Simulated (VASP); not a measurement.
Here is a VASP 6.6.1 calculation.

The input INCAR:

```
SYSTEM = V
PREC = Accurate ; ENCUT = 520
EDIFF = 1E-6 ; ISMEAR = -1
SIGMA = 0.05 ; LREAL = .FALSE.
LASPH = .TRUE. ; NELM = 150
ALGO = Normal ; ISIF = 2
LWAVE = .FALSE. ; LCHARG = .TRUE.
ISPIN = 2 ; MAGMOM = 2
LORBIT = 11 ; LMAXMIX = 4
LELF = .TRUE. ; LVHAR = .TRUE.
NBANDS = 16
```

File KPOINTS:

```
Automatic mesh
0
G
  9 9 9
  0 0 0
```

The input POSCAR:

```
V
1.0
   -1.4598198110      1.4598198110      1.4598198110
    1.4598198110     -1.4598198110      1.4598198110
    1.4598198110      1.4598198110     -1.4598198110
V
1
Direct
    0.0000000000      0.0000000000      0.0000000000
```

Potentials or basis: VASP PAW LDA potentials, release 64 (V_sv).

Run with:

```console
$ cat potpaw_LDA.64/V_sv/POTCAR > POTCAR
$ mpirun -np 1 vasp_std > vasp.out
```

Q: Predict the net moment.

A: 0.00 μB per cell.

Q: Estimate the pressure.

A: 0.6 GPa.
